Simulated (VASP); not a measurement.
# Na (I4/mmm) in VASP: notebook, part 2 of 2

VASP 6.6.1.

## (3) Single point, PBE (strain -0.025 along x and y, +0.050 along z)

INCAR

```
SYSTEM = Na
PREC = Accurate
ENCUT = 520
EDIFF = 1E-7
ISMEAR = 0
SIGMA = 0.15
LREAL = .False.
LASPH = .True.
NELM = 80
ALGO = Fast
ISIF = 2
LWAVE = .False.
LCHARG = .False.
GGA = PE
NBANDS = 10
```

KPOINTS

```
Automatic mesh
0
Gamma
  16 16 16
  0 0 0
```

POSCAR

```
Na
1.0
   -2.0645625000      2.0645625000      2.2233750000
    2.0645625000     -2.0645625000      2.2233750000
    2.0645625000      2.0645625000     -2.2233750000
Na
1
Direct
    0.0000000000      0.0000000000      0.0000000000
```

Potentials or basis: VASP PAW PBE potentials, release 64 (Na_pv).

Command:

```console
> cat potpaw_PBE.64/Na_pv/POTCAR > POTCAR
> mpirun -np 1 vasp_std > vasp.out
```

Wall time 98 s (1 thread of Intel Xeon Platinum 8259CL at 2.50GHz (Skylake/Cascade Lake), shared host); peak memory 0.22 GiB.

The run converged. Its results:

- Free energy: -1.3133 eV
- Pressure: -0.2 GPa

Levels at points of the mesh, in eV from the Fermi level:
```
           k point  band 1  band 2  band 3  band 4  band 5  band 6  band 7  band 8
(0.00, 0.00, 0.00)  -24.92  -24.92  -24.92   -3.23   11.28   11.28   12.08   12.35
(0.50, 0.00, 0.00)  -24.95  -24.93  -24.92    0.68    1.10    8.45    9.35    9.47
(0.50, 0.50, 0.00)  -24.95  -24.93  -24.92    0.94    1.42    7.55    8.43    8.55
(0.50, 0.50, 0.50)  -24.94  -24.94  -24.94    4.03    4.10    4.81    5.25    5.25
```

Caveat: the cell differs from its parent crystal (strain -0.025 along x and y, +0.050 along z).

## (4) Single point, PBE (strain +0.025 along x and y, -0.050 along z)

INCAR

```
  PREC = Accurate
  ENCUT = 520
  EDIFF = 1E-6
  ISMEAR = 0
  SIGMA = 0.15
  LREAL = False
  LASPH = True
  NELM = 60
  ALGO = Fast
  ISIF = 2
  LWAVE = False
  LCHARG = True
  GGA = PE
  LELF = True
  LVHAR = True
  NBANDS = 10
```

KPOINTS

```
regular mesh
0
Gamma
  16 16 16
```

POSCAR

```
Na
1.0
   -2.1704375000      2.1704375000      2.0116250000
    2.1704375000     -2.1704375000      2.0116250000
    2.1704375000      2.1704375000     -2.0116250000
Na
1
Direct
    0.0000000000      0.0000000000      0.0000000000
```

Potentials or basis: VASP PAW PBE potentials, release 64 (Na_pv).

Command:

```console
> cat potpaw_PBE.64/Na_pv/POTCAR > POTCAR
> mpirun -np 1 vasp_std > vasp.out
```

OUTCAR:

```text
PREC = Accurate
   ENCUT = 520
   EDIFF = 1E-6
   ISMEAR = 0
   LREAL = False
   LASPH = True
   NELM = 60
   ISIF = 2
   GGA = PE

 ion  position               nearest neighbor table
   1  0.000  0.000  0.000-

  LATTYP: Found a body centered tetragonal cell.
 ALAT       =     4.3408750000
 C/A-ratio  =     0.9268292683

  Lattice vectors:

 A1 = (  -2.1704375000,   2.1704375000,   2.0116250000)
 A2 = (   2.1704375000,  -2.1704375000,   2.0116250000)
 A3 = (   2.1704375000,   2.1704375000,  -2.0116250000)
[... 491 lines left out ...]
     10      12.9747      0.00000

 [... further k-points ...]

------------------------ aborting loop because EDIFF is reached ----------------------------------------

  FORCE on cell =-STRESS in cart. coord.  units (eV):
  Direction    XX          YY          ZZ          XY          YZ          ZX
  --------------------------------------------------------------------------------------
  -------------------------------------------------------------------------------------
  Total       -0.0809396     -0.0809396     -0.0359504      0.0000000      0.0000000      0.0000000
  in kB       -3.4211329     -3.4211329     -1.5195412      0.0000000      0.0000000      0.0000000
  external PRESSURE =      -2.7872690 kB  Pullay stress =       0.0000000 kB

 VOLUME and BASIS-vectors are now :
 -----------------------------------------------------------------------------
  energy-cutoff  :      520.00
  volume of cell :       37.91
      direct lattice vectors                 reciprocal lattice vectors
    -2.170437500  2.170437500  2.011625000     0.000000000  0.230368301  0.248555272
     2.170437500 -2.170437500  2.011625000     0.230368301  0.000000000  0.248555272
     2.170437500  2.170437500 -2.011625000     0.230368301  0.230368301  0.000000000

 POSITION                                       TOTAL-FORCE (eV/Angst)
 -----------------------------------------------------------------------------------
      0.00000      0.00000      0.00000        -0.000000      0.000000      0.000000
 -----------------------------------------------------------------------------------
    total drift:                                0.000000     -0.000000     -0.000000

  FREE ENERGIE OF THE ION-ELECTRON SYSTEM (eV)
  ---------------------------------------------------
  free  energy   TOTEN  =        -1.3126130189 eV

  energy  without entropy=       -1.3075433061  energy(sigma->0) =       -1.31007816
```

OSZICAR:

```text
N       E                     dE             d eps       ncg     rms          rms(c)
DAV:   1     0.277469532640E+02    0.27747E+02   -0.37544E+03  7006   0.585E+02
DAV:   2    -0.680875130120E+00   -0.28428E+02   -0.28300E+02  7192   0.149E+02
DAV:   3    -0.130806233815E+01   -0.62719E+00   -0.62672E+00  8470   0.237E+01
DAV:   4    -0.131314519642E+01   -0.50829E-02   -0.50825E-02  8168   0.209E+00
DAV:   5    -0.131321830968E+01   -0.73113E-04   -0.73113E-04  7910   0.249E-01    0.204E-01
RMM:   6    -0.131286481087E+01    0.35350E-03   -0.24041E-04  9373   0.163E-01    0.137E-01
RMM:   7    -0.131260829295E+01    0.25652E-03   -0.55595E-04  9491   0.220E-01    0.162E-02
RMM:   8    -0.131260956775E+01   -0.12748E-05   -0.13364E-04  9638   0.200E-01    0.374E-03
RMM:   9    -0.131261237652E+01   -0.28088E-05   -0.27179E-05 10265   0.583E-02    0.249E-03
RMM:  10    -0.131261301887E+01   -0.64235E-06   -0.75331E-06  9826   0.462E-02
   1 F= -.13126130E+01 E0= -.13100782E+01  d E =-.506971E-02
```

Wall time 74 s (1 thread of Intel Xeon Platinum 8259CL at 2.50GHz (Skylake/Cascade Lake), shared host); peak memory 0.23 GiB.

Results:

| Quantity | Value |
| --- | --- |
| Free energy | -1.3126 eV |
| Pressure | -0.3 GPa |

Levels at points of the mesh, in eV from the Fermi level:
| k point | band 1 | band 2 | band 3 | band 4 | band 5 | band 6 | band 7 | band 8 |
| --- | --- | --- | --- | --- | --- | --- | --- | --- |
| (0.00, 0.00, 0.00) | -24.92 | -24.92 | -24.92 | -3.23 | 10.85 | 12.03 | 12.03 | 12.03 |
| (0.50, 0.00, 0.00) | -24.95 | -24.93 | -24.92 | 0.86 | 1.32 | 7.82 | 8.71 | 8.83 |
| (0.50, 0.50, 0.00) | -24.95 | -24.93 | -24.92 | 0.58 | 0.97 | 8.81 | 9.70 | 9.83 |
| (0.50, 0.50, 0.50) | -24.94 | -24.94 | -24.94 | 4.18 | 4.40 | 4.40 | 4.69 | 5.73 |

Caveat: the cell differs from its parent crystal (strain +0.025 along x and y, -0.050 along z).

## (5) Single point, PBE (strain +0.025 along x and y, -0.025 along z)

INCAR

```
  ALGO = Fast
  EDIFF = 1E-7
  ENCUT = 520
  GGA = PE
  ISIF = 2
  ISMEAR = 0
  LASPH = True
  LCHARG = False
  LREAL = False
  LWAVE = False
  NBANDS = 10
  NELM = 60
  PREC = Accurate
  SIGMA = 0.15
```

KPOINTS

```
k-points
0
Gamma
  16 16 16
```

POSCAR

```
Na
1.0
   -2.1704375000      2.1704375000      2.0645625000
    2.1704375000     -2.1704375000      2.0645625000
    2.1704375000      2.1704375000     -2.0645625000
Na
1
Direct
    0.0000000000      0.0000000000      0.0000000000
```

Command:

```console
> cat potpaw_PBE.64/Na_pv/POTCAR > POTCAR
> mpirun -np 1 vasp_std > vasp.out
```

Run time: 83 s. Hardware: 1 thread of Intel Xeon Platinum 8259CL at 2.50GHz (Skylake/Cascade Lake), shared host; peak memory 0.22 GiB.

The run converged. Its results:

```
Free energy : -1.3116 eV
Pressure    : -0.4 GPa
```

Stress tensor (GPa, compression positive):
```
-0.41  0.00  0.00
 0.00 -0.41  0.00
 0.00  0.00 -0.30
```

Levels at points of the mesh, in eV from the Fermi level:
```tsv
k point	band 1	band 2	band 3	band 4	band 5	band 6	band 7
(0.00, 0.00, 0.00)	-24.94	-24.94	-24.94	-3.18	10.94	11.69	11.69
(0.50, 0.00, 0.00)	-24.97	-24.95	-24.94	0.81	1.25	7.81	8.64
(0.50, 0.50, 0.00)	-24.97	-24.95	-24.94	0.63	1.02	8.44	9.27
(0.50, 0.50, 0.50)	-24.96	-24.96	-24.96	4.24	4.46	4.46	4.60
```

Caveat: the cell differs from its parent crystal (strain +0.025 along x and y, -0.025 along z).

## (6) The runs side by side

| cell | gap on the mesh (eV) | pressure (GPa) |
| --- | --- | --- |
| a = 3.638 Å, angles 110.8, 110.8, 106.7°, 1 atom | none | 0.0 |
| a = 3.670 Å, angles 111.5, 111.5, 105.4°, 1 atom | none | -0.2 |
| a = 3.670 Å, angles 107.5, 107.5, 113.5°, 1 atom | none | -0.3 |
| a = 3.699 Å, angles 108.1, 108.1, 112.1°, 1 atom | none | -0.4 |

Alike in all rows: task single point; level PBE; potentials or basis VASP PAW PBE potentials, release 64 (Na_pv); no spin polarisation; k mesh 16 × 16 × 16; cutoff (eV) 520; smearing gaussian 0.15 eV.

Total energies depend on the potentials used, so only differences within one code and one set of settings carry meaning.
